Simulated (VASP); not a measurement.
Crystal: BP2.

```
B P
1.0
    -2.44235    2.44235    3.92849
     2.44235   -2.44235    3.92849
     2.44235    2.44235   -3.92849
B P
2 4
Direct
  0.00000 0.00000 0.00000
  0.75000 0.25000 0.50000
  0.37500 0.35220 0.47720
  0.64780 0.12500 0.02280
  0.87500 0.89780 0.52280
  0.10220 0.62500 0.97720
```

```yaml
Program: VASP 6.6.1
Task: relaxation of cell and atoms
Functional: PBE
Potentials_or_basis: VASP PAW PBE potentials, release 64 (B, P)
Cutoff: 600 eV
k_mesh: 6 × 6 × 6
Occupations: gaussian, width 0.1 eV
Spin: no spin polarisation
```

At the start: pressure -0.4 GPa; volume 15.62 Å³/atom.

Problem. Where does the relaxation end?

Solution. Over 15 steps the energy falls by 121.1 meV/atom and the volume is 13.27 Å³/atom (-15.1 %); space group I-42d (No. 122, to 0.1 Å) before and after.

Step by step:
```tsv
step	energy change (eV)	largest force (eV/Å)	pressure (GPa)	volume (Å³)
1	0.0000	0.9954	-0.37	93.73
2	-0.1923	0.5951	-2.93	93.24
3	-0.3710	0.3659	-8.66	91.80
4	-0.4519	0.3341	-8.02	90.00
5	-0.6386	0.2537	-5.48	84.73
6	-0.5803	0.2596	4.18	74.61
7	-0.6999	0.1937	-2.32	80.67
8	-0.7001	0.1940	-2.13	80.46
9	-0.7108	0.1020	-1.51	80.29
10	-0.7200	0.0727	-0.30	79.99
11	-0.7202	0.0983	-0.12	79.94
12	-0.7222	0.0847	-0.16	79.88
13	-0.7260	0.0426	-0.28	79.68
14	-0.7211	0.0485	-0.49	79.26
15	-0.7265	0.0238	-0.34	79.59
```

Final structure:
```
B P
1.0
    -2.22673    2.22673    4.01297
     2.22673   -2.22673    4.01297
     2.22673    2.22673   -4.01297
B P
2 4
Direct
  0.00000 0.00000 0.00000
  0.75000 0.25000 0.50000
  0.37500 0.40758 0.53258
  0.59242 0.12500 0.96742
  0.87500 0.84242 0.46742
  0.15758 0.62500 0.03258
```

Caveat: the volume moved by over 15 % at a fixed basis, so the end points are rough.
